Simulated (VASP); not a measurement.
A run of VASP 6.6.1 is set up as follows.

File INCAR:

```
SYSTEM = InP
PREC = Accurate
ENCUT = 520
EDIFF = 1E-6
ISMEAR = 0
SIGMA = 0.05
LREAL = .FALSE.
LASPH = .TRUE.
NELM = 80
ALGO = Normal
ISIF = 2
LWAVE = .FALSE.
LCHARG = .FALSE.
GGA = PE
NBANDS = 16
```

File KPOINTS:

```
Automatic mesh
0
G
  14 14 14
  0 0 0
```

POSCAR

```
InP
1.0
    0.0000000000      2.8980992183      2.8980992183
    2.8980992183      0.0000000000      2.8980992183
    2.8980992183      2.8980992183      0.0000000000
In P
1 1
Direct
    0.0000000000      0.0000000000      0.0000000000
    0.2500000000      0.2500000000      0.2500000000
```

Potentials or basis: VASP PAW PBE potentials, release 64 (In_d, P).

The run is started by

```bash
$ cat potpaw_PBE.64/In_d/POTCAR potpaw_PBE.64/P/POTCAR > POTCAR
$ mpirun -np 1 vasp_std > vasp.out
```

Problem. Estimate the pressure.

Solution. 5.9 GPa.

Problem. What does it give for the band gap on the k mesh?

Solution. 0.89 eV.

Caveat: the cell stands under pressure; spin-orbit coupling is left out, which moves the levels of the heavy elements. A hybrid or GW would open this gap; PBE tends to underestimate it.
